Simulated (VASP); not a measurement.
A run of VASP 6.6.1 is set up as follows.

File INCAR:

```
SYSTEM = Zr
ALGO = Fast
EDIFF = 1E-7
EDIFFG = -0.01
ENCUT = 600
GGA = PS
IBRION = 2
ISIF = 3
ISMEAR = 0
LASPH = .TRUE.
LCHARG = .FALSE.
LREAL = .FALSE.
LWAVE = .FALSE.
NELM = 80
NSW = 80
PREC = Accurate
PSTRESS = 60.0
SIGMA = 0.05
```

KPOINTS

```
k-points
0
G
  16 16 10
  0 0 0
```

File POSCAR:

```
Zr
1.0
    3.1403886709      0.0000000000      0.0000000000
   -1.5701943354      2.7196563667      0.0000000000
    0.0000000000      0.0000000000      5.0623094142
Zr
2
Direct
    0.3333333333      0.6666666667      0.2500000000
    0.6666666667      0.3333333333      0.7500000000
```

Potentials or basis: VASP PAW PBE potentials, release 64 (Zr_sv).

Command:

```console
$ cat potpaw_PBE.64/Zr_sv/POTCAR > POTCAR
$ mpirun -np 1 vasp_std > vasp.out
```

Problem. Estimate the band gap on the k mesh.

Solution. Zero (bands 12 and 13 overlap by 1.32 eV).

Problem. Estimate the space group after relaxing (to 0.1 Å).

Solution. P6_3/mmc (No. 194).

Problem. Estimate the relaxed cell.

Solution. a = 3.119 Å, b = 3.119 Å, c = 5.043 Å, α = 90.00°, β = 90.00°, γ = 120.00°.

Problem. Predict the relaxed volume.

Solution. 21.25 Å³/atom.

Final structure:
```
CELL_PARAMETERS angstrom
3.11936 0.00000 0.00000
-1.55968 2.70144 0.00000
0.00000 0.00000 5.04337
ATOMIC_POSITIONS crystal
Zr 0.33333 0.66667 0.25000
Zr 0.66667 0.33333 0.75000
```

Caveat: the cell is relaxed towards a set pressure, so the run minimises the enthalpy, not the energy; the PAW data sets were made with another functional, which shifts forces and pressure a little.
